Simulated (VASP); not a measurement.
A run of VASP 6.6.1 is set up as follows.

File INCAR:

```
SYSTEM = Si3P2
ALGO = Fast ; EDIFF = 1E-6
ENCUT = 520 ; GGA = PE
ISIF = 2 ; ISMEAR = 0
LASPH = .True. ; LCHARG = .False.
LREAL = .False. ; LWAVE = .False.
NBANDS = 19 ; NELM = 80
PREC = Accurate ; SIGMA = 0.1
```

The input KPOINTS:

```
k-points
0
Gamma
  12 12 8
  0 0 0
```

The input POSCAR:

```
Si3P2
1.0
    4.3194478161      0.0000000000      0.0000000000
   -2.1597239080      3.7407515390      0.0000000000
    0.0000000000      0.0000000000      4.9524672504
Si P
3 2
Direct
    0.0000000000      0.0000000000      0.0000000000
    0.3333333333      0.6666666667      0.7507670533
    0.6666666667      0.3333333333      0.2492329467
    0.3333333333      0.6666666667      0.2465997749
    0.6666666667      0.3333333333      0.7534002251
```

Potentials or basis: VASP PAW PBE potentials, release 64 (Si, P).

Run with:

```console
$ cat potpaw_PBE.64/Si/POTCAR potpaw_PBE.64/P/POTCAR > POTCAR
$ mpirun -np 1 vasp_std > vasp.out
```

Q: Predict the largest force.

A: 0.005 eV/Å.

Q: Estimate the pressure.

A: -0.1 GPa.

Q: Estimate the band gap on the k mesh.

A: Zero (bands 11 and 12 overlap by 4.16 eV).

Forces on the atoms (eV/Å):
```
Si   0.000  0.000  0.000
Si   0.000  0.000  0.005
Si   0.000  0.000 -0.005
P    0.000  0.000 -0.003
P    0.000  0.000  0.003
```
